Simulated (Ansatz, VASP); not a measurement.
# One calculation of ZnS, two programs

```xyz
2
Lattice="0.0000 2.7216 2.6399 2.7216 0.0000 2.6399 2.7216 2.7216 0.0000" Properties=species:S:1:pos:R:3 pbc="T T T"
Zn    0.0000    0.0000    0.0000
S     4.0823    4.0823    3.9599
```

Change from the starting cell: strain +0.000 along x and y, -0.030 along z, atoms carried along.

Alike in both runs: task single point; functional PBE; k mesh 8 × 8 × 8; occupations gaussian, width 0.05 eV; no spin polarisation.

|  | VASP | Ansatz |
| --- | --- | --- |
| version | VASP 6.6.1 | Ansatz 0.2.0 |
| potentials or method | VASP PAW PBE potentials, release 64 (Zn, S), cutoff 520 eV | scalar-relativistic, plane waves, PAW |
| valence electrons in the cell | 18 | 18 |

VASP gave:

| Quantity | Value |
| --- | --- |
| gap on the k mesh at the Fermi level (eV) | 2.08 |
| least direct gap on the mesh (eV) | 2.08 |
| pressure (GPa) | 2.4 |
| traceless stress, the component that is largest in VASP (GPa) | 0.76 |

Q: What did Ansatz give for the same quantities?

A: gap on the k mesh at the Fermi level (eV): 2.08; least direct gap on the mesh (eV): 2.08; pressure (GPa): 2.3; traceless stress, the component that is largest in VASP (GPa): 0.77.

The functional is the same, so the differences come from potentials, cutoffs and numerics.
